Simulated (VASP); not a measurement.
A run of VASP 6.6.1 is set up as follows.

Contents of INCAR:

```
ALGO = Normal
EDIFF = 1E-7
ENCUT = 520
GGA = PE
ISIF = 2
ISMEAR = -1
LASPH = True
LCHARG = False
LREAL = False
LWAVE = False
NBANDS = 15
NELM = 80
PREC = Accurate
SIGMA = 0.03
```

Contents of KPOINTS:

```
k-points
0
Gamma
  16 16 16
```

Contents of POSCAR:

```
TiC
1.0
    0.0000000000      2.1640000000      2.0990800000
    2.1640000000      0.0000000000      2.0990800000
    2.1640000000      2.1640000000      0.0000000000
Ti C
1 1
Direct
    0.0000000000      0.0000000000      0.0000000000
    0.5000000000      0.5000000000      0.5000000000
```

Potentials or basis: VASP PAW PBE potentials, release 64 (Ti_sv, C).

Run with:

```console
$ cat potpaw_PBE.64/Ti_sv/POTCAR potpaw_PBE.64/C/POTCAR > POTCAR
$ mpirun -np 1 vasp_std > vasp.out
```

Q: Predict the pressure.

A: 9.7 GPa.

Q: Predict the band gap on the k mesh.

A: Zero (band 8 reaches 10.67 eV, above the bottom of band 9 at 9.20 eV).

Stress tensor (GPa, compression positive):
```
 4.93  0.00  0.00
 0.00  4.93  0.00
 0.00  0.00 19.32
```

Caveat: the cell differs from its parent crystal (zz strain of -3 %).
